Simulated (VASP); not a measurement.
Runs of VASP 6.6.1 on Os. The structure is that of space group I4/mmm (No. 139), or close to it. The cells are those of the table. 

```csv
cell,gap on the mesh (eV),pressure (GPa)
"a = 2.751, b = 2.683, c = 2.683 Å, angles 61.7, 59.2, 59.2°, 1 atom",none,(a)
"a = 2.751, b = 2.650, c = 2.650 Å, angles 62.5, 58.7, 58.7°, 1 atom",none,17.8
"a = 2.751, b = 2.891, c = 2.891 Å, angles 56.8, 61.6, 61.6°, 1 atom",none,-40.4
"a = 2.751, b = 2.617, c = 2.617 Å, angles 63.4, 58.3, 58.3°, 1 atom",none,33.6
```

Alike in all rows: task single point; level r2SCAN; potentials or basis VASP PAW PBE potentials, release 64 (Os); no spin polarisation; k mesh 20 × 20 × 20; cutoff (eV) 520; smearing gaussian 0.15 eV.

Estimate the missing entries.

(a) 4.4.

Caveats: the PAW data sets were made with another functional, which shifts forces and pressure a little; spin-orbit coupling is left out, which moves the levels of the heavy elements; the stress differs along the axes, from -2 to 17 GPa (at least some runs); the stress differs along the axes, from 7 to 39 GPa (at least some runs); the stress differs along the axes, from -57 to -32 GPa (at least some runs); the stress differs along the axes, from 18 to 64 GPa (at least some runs).

A k mesh can miss the band edges, and the runs leave out spin-orbit coupling on Os.

A gap of «none» marks levels without a gap at the run's occupations.
